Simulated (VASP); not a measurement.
# CuSn2O2 in VASP: single point with PBE+D3(BJ)

Aim: the single point of CuSn2O2 with PBE+D3(BJ).

Program: VASP 6.6.1. These are calculated values, not measurements. Logs are shortened: lines on timing, memory, paths and dates and some standing lists are left out, and cuts for length are marked.

### 1 The cell of the first run

The cell holds a slab with vacuum, 5 atoms: a = 3.820 Å, b = 3.820 Å, c = 19.363 Å, α = 90.00°, β = 90.00°, γ = 90.00°.

### 2 Single point, PBE+D3(BJ), collinear spin

The input, INCAR:

```
PREC = Accurate ; ENCUT = 520
EDIFF = 1E-6 ; ISMEAR = 0
SIGMA = 0.05 ; LREAL = False
LASPH = True ; NELM = 150
ALGO = Normal ; ISIF = 2
LWAVE = False ; LCHARG = False
ISPIN = 2 ; MAGMOM = 0 0 0 0 1
LORBIT = 11 ; LMAXMIX = 4
LDIPOL = True ; IDIPOL = 3
DIPOL = 0.5 0.5 0.303 ; GGA = PE
IVDW = 12 ; NBANDS = 38
```

The input, KPOINTS:

```
regular mesh
0
Gamma
  7 7 1
```

The input, POSCAR:

```
CuSn2O2
1.0
    3.8201708766      0.0000000000      0.0000000000
    0.0000000000      3.8201708766      0.0000000000
    0.0000000000      0.0000000000     19.3630360333
Sn O Cu
2 2 1
Direct
    0.5000000000      0.0000000000      0.2065791745
    0.0000000000      0.5000000000      0.3286176828
    0.0000000000      0.0000000000      0.2675984287
    0.5000000000      0.5000000000      0.2675984287
    0.0000000000      1.0000000000      0.4422362288
```

Potentials or basis: VASP PAW PBE potentials, release 64 (Sn_d, O, Cu).

Started as:

```console
$ cat potpaw_PBE.64/Sn_d/POTCAR potpaw_PBE.64/O/POTCAR potpaw_PBE.64/Cu/POTCAR > POTCAR
$ mpirun -np 1 vasp_std > vasp.out
```

OUTCAR:

```text
PREC = Accurate
   ENCUT = 520
   EDIFF = 1E-6
   ISMEAR = 0
   LREAL = False
   LASPH = True
   NELM = 150
   ISIF = 2
   ISPIN = 2
   LORBIT = 11
   GGA = PE
   IVDW = 12
 IVDW          = 12

 ion  position               nearest neighbor table
   1  0.500  0.000  0.207-   3 2.25   4 2.25   4 2.25   3 2.25   2 3.59   2 3.59   2 3.59   2 3.59

   2  0.000  0.500  0.329-   3 2.25   4 2.25   3 2.25   4 2.25   5 2.91   5 2.91   1 3.59   1 3.59
                             1 3.59   1 3.59
   3  0.000  0.000  0.268-   2 2.25   2 2.25   1 2.25   1 2.25
   4  0.500  0.500  0.268-   2 2.25   2 2.25   1 2.25   1 2.25
   5  0.000  0.000  0.442-   2 2.91   2 2.91

  LATTYP: Found a simple tetragonal cell.
 ALAT       =     3.8201708766
 C/A-ratio  =     5.0686308699

  Lattice vectors:

 A1 = (   3.8201708766,   0.0000000000,   0.0000000000)
 A2 = (   0.0000000000,   3.8201708766,   0.0000000000)
 A3 = (   0.0000000000,   0.0000000000,  19.3630360333)

Analysis of symmetry for initial positions (statically):
=====================================================================
 Subroutine PRICEL returns:
 Original cell was already a primitive cell.

 Routine SETGRP: Setting up the symmetry group for a
 simple tetragonal supercell.

 Subroutine GETGRP returns: Found  4 space group operations
 (whereof  4 operations were pure point group operations)
 out of a pool of 16 trial point group operations.

The static configuration has the point symmetry C_2v.

Analysis of symmetry for dynamics (positions and initial velocities):
=====================================================================
 Subroutine PRICEL returns:
 Original cell was already a primitive cell.

 Routine SETGRP: Setting up the symmetry group for a
 simple tetragonal supercell.

 Subroutine GETGRP returns: Found  4 space group operations
 (whereof  4 operations were pure point group operations)
 out of a pool of 16 trial point group operations.

The dynamic configuration has the point symmetry C_2v.

Analysis of structural, dynamic, and magnetic symmetry:
=====================================================================
 Subroutine PRICEL returns:
 Original cell was already a primitive cell.

 Routine SETGRP: Setting up the symmetry group for a
 simple tetragonal supercell.

 Subroutine GETGRP returns: Found  4 space group operations
 (whereof  4 operations were pure point group operations)
 out of a pool of 16 trial point group operations.

The overall configuration has the point symmetry C_2v.

 Subroutine INISYM returns: Found  4 space group operations
 (whereof  4 operations are pure point group operations),
 and found     1 'primitive' translations

----------------------------------------------------------------------------------------

                                     Primitive cell

  volume of cell :     282.5784

  direct lattice vectors                    reciprocal lattice vectors
     3.820170877  0.000000000  0.000000000     0.261768395  0.000000000  0.000000000
     0.000000000  3.820170877  0.000000000     0.000000000  0.261768395  0.000000000
     0.000000000  0.000000000 19.363036033     0.000000000  0.000000000  0.051644794

  length of vectors
     3.820170877  3.820170877 19.363036033     0.261768395  0.261768395  0.051644794

  position of ions in fractional coordinates (direct lattice)
     0.500000000  0.000000000  0.206579174
     0.000000000  0.500000000  0.328617683
     0.000000000  0.000000000  0.267598429
     0.500000000  0.500000000  0.267598429
     0.000000000  0.000000000  0.442236229

  ion indices of the primitive-cell ions
   primitive index   ion index
                 1           1
                 2           2
                 3           3
                 4           4
                 5           5

----------------------------------------------------------------------------------------
[... 31 lines left out ...]
  0.000000  0.285714  0.000000      2.000000
  0.428571  0.000000  0.000000      2.000000
[... 8 lines left out ...]
 -0.285714  0.428571  0.000000      4.000000
  0.428571  0.428571  0.000000      4.000000
   k-points           NKPTS =     16   k-points in BZ     NKDIM =     16   number of bands    NBANDS=     38
   number of dos      NEDOS =    301   number of ions     NIONS =      5
   total plane-waves  NPLWV = 112896
   dimension x,y,z NGX =    28 NGY =   28 NGZ =  144
   dimension x,y,z NGXF=    56 NGYF=   56 NGZF=  288
   ions per type =               2   2   1
   NGX,Y,Z   is equivalent  to a cutoff of  12.19, 12.19, 12.36 a.u.
   NGXF,Y,Z  is equivalent  to a cutoff of  24.37, 24.37, 24.73 a.u.
 SYSTEM =  unknown system
   PREC   = accura    normal or accurate (medium, high low for compatibility)
   ISTART =      0    job   : 0-new  1-cont  2-samecut
   ICHARG =      2    charge: 1-file 2-atom 10-const
   ISPIN  =      2    spin polarized calculation?
   LNONCOLLINEAR =      F non collinear calculations
   LSORBIT =      F    spin-orbit coupling
   LASPH  =      T    aspherical Exc in radial PAW
   ENCUT  =  520.0 eV  38.22 Ry    6.18 a.u.   7.10  7.10 36.00*2*pi/ulx,y,z
   NELM   =    150;   NELMIN=  2; NELMDL= -5     # of ELM steps
   EDIFF  = 0.1E-05   stopping-criterion for ELM
   LREAL  =      F    real-space projection
   EDIFFG = 0.1E-04   stopping-criterion for IOM
   NSW    =      0    number of steps for IOM
   IBRION =     -1    ionic relax: 0-MD 1-quasi-New 2-CG
   NFREE  =      0    steps in history (QN), initial steepest desc. (CG)
   ISIF   =      2    stress and relaxation
   ISYM   =      2    0-nonsym 1-usesym 2-fastsym
   POTIM  = 0.5000    time-step for ionic-motion
   TEBEG  =    0.0;   TEEND  =   0.0 temperature during run
   PSTRESS=    0.0 pullay stress
   NELECT =      51.0000    total number of electrons
   NUPDOWN=      -1.0000    fix difference up-down
   EMIN   =  10.00;   EMAX   =-10.00  energy-range for DOS
   EFERMI =   0.00;   METHOD = LEGACY
   ISMEAR =     0;   SIGMA  =   0.05  broadening in eV -4-tet -1-fermi 0-gaus
   EFERMI_NEDOS =   21; number of points for ismear=-14 and -15
   IALGO  =     38    algorithm
   IMIX   =      4    mixing-type and parameters
     AMIX     =   0.40;   BMIX     =  1.00
     AMIX_MAG =   1.60;   BMIX_MAG =  1.00
  volume/ion in A,a.u.               =      56.52       381.39
  Fermi-wavevector in a.u.,A,eV,Ry     =   0.925164  1.748306 11.645604  0.855928
  Thomas-Fermi vector in A             =   2.050988
   LORBIT       =     11    0 simple, 1 ext, 2 COOP (PROOUT), +10 PAW based schemes
   GGA     = PE    functional components
   LHFCALC =     F    Hartree Fock is set to
   AEXX    =    0.0000 exact exchange contribution
   IVDW    =    12    specifies the selected vdW correction
   LEPSILON=     F    determine dielectric tensor
   LRPA    =     F    only Hartree local field effects (RPA)
 spin polarized calculation
 Gauss-broadening in eV      SIGMA  =   0.05
  energy-cutoff  :      520.00
  volume of cell :      282.58
 maximum number of plane-waves:      7644
   NGX = 15   NGY = 15   NGZ = 73

 dipolmoment           0.000000      0.000000     -0.018439 electrons x Angstroem

 number of electron      50.9999964 magnetization       0.0001204

 dipolmoment           0.000000      0.000000      0.033531 electrons x Angstroem

 Free energy of the ion-electron system (eV)
  ---------------------------------------------------
  ext. energy  EPLUGINS =         0.00000000
  ---------------------------------------------------
  free energy    TOTEN  =       -24.09170191 eV

  energy without entropy =      -24.08688047  energy(sigma->0) =      -24.08929119

 E-fermi :  -0.6307     XC(G=0):  -4.0956

 val. band max:       -0.7058901394   @ k =   0.0000   0.2857   0.0000
 cond. band min:      -0.6291733466   @ k =   0.4286   0.4286   0.0000
 fundamental gap:      0.0767167927
 Fermi energy:        -0.6307360660

 spin component 1

 k-point     1 :       0.0000    0.0000    0.0000
  band No.  band energies     occupation
      1     -22.9023      1.00000
      2     -22.5669      1.00000
      3     -22.5377      1.00000
      4     -22.5344      1.00000
      5     -22.5259      1.00000
      6     -22.5014      1.00000
[... 629 lines left out ...]
     36       6.3502      0.00000
     37       6.6865      0.00000
 Fermi energy:        -0.6307360660

 spin component 2

 k-point     1 :       0.0000    0.0000    0.0000
  band No.  band energies     occupation
      1     -22.9023      1.00000
      2     -22.5669      1.00000
      3     -22.5377      1.00000
      4     -22.5344      1.00000
      5     -22.5259      1.00000
      6     -22.5014      1.00000
[... 629 lines left out ...]
     36       6.3508      0.00000
     37       6.6945      0.00000
 [bands above 37 left out]

------------------------ aborting loop because EDIFF is reached ----------------------------------------

 vacuum level on the upper side and lower side of the slab       (xc-potential included)         0.226        -0.206

 Edisp (eV)   -0.80865

 E8    (eV) :    -0.3629

  FORCE on cell =-STRESS in cart. coord.  units (eV):
  Direction    XX          YY          ZZ          XY          YZ          ZX
  --------------------------------------------------------------------------------------
  -------------------------------------------------------------------------------------
  Total      -1.75778    -1.11090    -1.76127     0.00000     0.00000     0.00000
  in kB      -9.96636    -6.29864    -9.98615     0.00000     0.00000     0.00000
  external pressure =       -8.75 kB  Pullay stress =        0.00 kB

 VOLUME and BASIS-vectors are now :
 -----------------------------------------------------------------------------
  energy-cutoff  :      520.00
  volume of cell :      282.58
      direct lattice vectors                 reciprocal lattice vectors
     3.820170877  0.000000000  0.000000000     0.261768395  0.000000000  0.000000000
     0.000000000  3.820170877  0.000000000     0.000000000  0.261768395  0.000000000
     0.000000000  0.000000000 19.363036033     0.000000000  0.000000000  0.051644794

 POSITION                                       TOTAL-FORCE (eV/Angst)
 -----------------------------------------------------------------------------------
      1.91009      0.00000      4.00000         0.000000      0.000000     -0.066412
      0.00000      1.91009      6.36304         0.000000      0.000000      0.663286
      0.00000      0.00000      5.18152         0.000000      0.000000     -0.247082
      1.91009      1.91009      5.18152         0.000000      0.000000      0.401113
      0.00000      0.00000      8.56304         0.000000      0.000000     -0.750904
 -----------------------------------------------------------------------------------
    total drift:                                0.000000      0.000000      0.002155

  FREE ENERGIE OF THE ION-ELECTRON SYSTEM (eV)
  ---------------------------------------------------
  free  energy   TOTEN  =       -24.9003536661 eV

  energy  without entropy=      -24.8955322277  energy(sigma->0) =      -24.89794295

 vacuum level on the upper side and lower side of the slab         3.449         3.134

 total charge

# of ion       s       p       d       tot
------------------------------------------
    1        1.280   0.764  10.054  12.098
    2        1.185   0.807  10.078  12.070
    3        1.581   3.421   0.000   5.002
    4        1.579   3.418   0.000   4.998
    5        0.408   0.058   9.305   9.771
--------------------------------------------------
tot          6.035   8.468  29.437  43.940

 magnetization (x)

# of ion       s       p       d       tot
------------------------------------------
    1        0.000   0.000   0.000   0.000
    2        0.000   0.000   0.000   0.000
    3        0.000   0.000   0.000   0.000
    4       -0.000  -0.000   0.000  -0.000
    5        0.000   0.000   0.000   0.000
--------------------------------------------------
tot          0.000   0.000   0.000   0.000
```

Run time: 23 min. Hardware: 1 thread of Intel Xeon 8259CL, shared host; peak memory 0.55 GiB.

What came out:

* Free energy: -24.9004 eV
* Largest force: 0.751 eV/Å
* Net moment: 0.00 μB per cell
* Valence electrons inside the program's atomic spheres: Sn 12.10, 12.07; O 5.00; Cu 9.77
* Dispersion energy per atom: -0.162 eV

Forces on the atoms (eV/Å):
```
Sn   0.000  0.000 -0.066
Sn   0.000  0.000  0.663
O    0.000  0.000 -0.247
O    0.000  0.000  0.401
Cu   0.000  0.000 -0.751
```

Caveat: spin-orbit coupling is left out, which moves the levels of the heavy elements.
